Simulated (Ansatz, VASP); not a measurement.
One calculation of ScSiS3, two programs

File INCAR:

```
  ALGO = Normal
  EDIFF = 1E-6
  ENCUT = 520
  GGA = PE
  ISIF = 2
  ISMEAR = 0
  ISPIN = 2
  LASPH = True
  LCHARG = True
  LELF = True
  LMAXMIX = 4
  LORBIT = 11
  LREAL = False
  LVHAR = True
  LWAVE = False
  MAGMOM = 1 0 0 0 0
  NBANDS = 28
  NELM = 150
  PREC = Accurate
  SIGMA = 0.1
```

KPOINTS

```
k-points
0
Gamma
  4 4 4
```

POSCAR

```
ScSiS3
1.0
    4.3619476068      0.0000000000      0.0000000000
    0.0000000000      4.3619476068      0.0000000000
    0.0000000000      0.0000000000      5.5379594442
Sc Si S
1 1 3
Direct
    0.5000000000      0.5000000000      0.1558818675
    0.0000000000      0.0000000000      0.5433601681
    0.0000000000      0.5000000000      0.4051785840
    0.0000000000      0.0000000000      0.9289197863
    0.5000000000      0.0000000000      0.4051785840
```

Input for Ansatz:

```yaml
crystal:
  lattice:
    - [4.3619476068, 0.0, 0.0]
    - [0.0, 4.3619476068, 0.0]
    - [0.0, 0.0, 5.5379594442]
  atoms:
    - { symbol: Sc, position: [0.5, 0.5, 0.1558818675], spin: 1.0 }
    - { symbol: Si, position: [0.0, 0.0, 0.5433601681] }
    - { symbol: S, position: [0.0, 0.5, 0.405178584] }
    - { symbol: S, position: [0.0, 0.0, 0.9289197863] }
    - { symbol: S, position: [0.5, 0.0, 0.405178584] }
basis:
  ecutwfc: 420
kpoints:
  mp_grid: { grid: [4, 4, 4] }
hamiltonian:
  xc: pbe
scf:
  occupations: { method: gaussian, width: 0.1 }
  lower_state_search: "off"
output:
  forces: true
  stress: true
  eigenvalues: true
  populations: true
magnetization:
  spin_polarized: true
```

Change from the starting cell: species swapped into the RbSeBr3 type (P4mm, No. 99).

Alike in both runs: task single point; functional PBE; k mesh 4 × 4 × 4; occupations gaussian, width 0.1 eV; collinear spin.

```csv
,VASP,Ansatz
version,VASP 6.6.1,Ansatz 0.2.0
potentials or method,"VASP PAW PBE potentials, release 64 (Sc_sv, Si, S), cutoff 520 eV","scalar-relativistic, plane waves, PAW"
valence electrons in the cell,33,33
```

VASP gave:

| Quantity | Value |
| --- | --- |
| gap on the k mesh at the Fermi level (eV) | none |
| pressure (GPa) | 0.1 |
| traceless stress, the component that is largest in VASP (GPa) | 0.14 |
| rms of the force components (eV/Å) | 0.017 |
| net moment per atom (μB) | 0.00 |

Which values does Ansatz return?

gap on the k mesh at the Fermi level (eV): none; pressure (GPa): 0.1; traceless stress, the component that is largest in VASP (GPa): 0.21; rms of the force components (eV/Å): 0.001; net moment per atom (μB): 0.00.

Atom by atom the forces differ by 0.017 eV/Å (rms over components). A gap of «none» marks a metal or a gap that the smearing closes. The functional is the same, so the differences come from potentials, cutoffs and numerics. Ansatz's warnings: seeded moment not kept.

The k mesh is coarse, so the values compare programs but aren't converged.
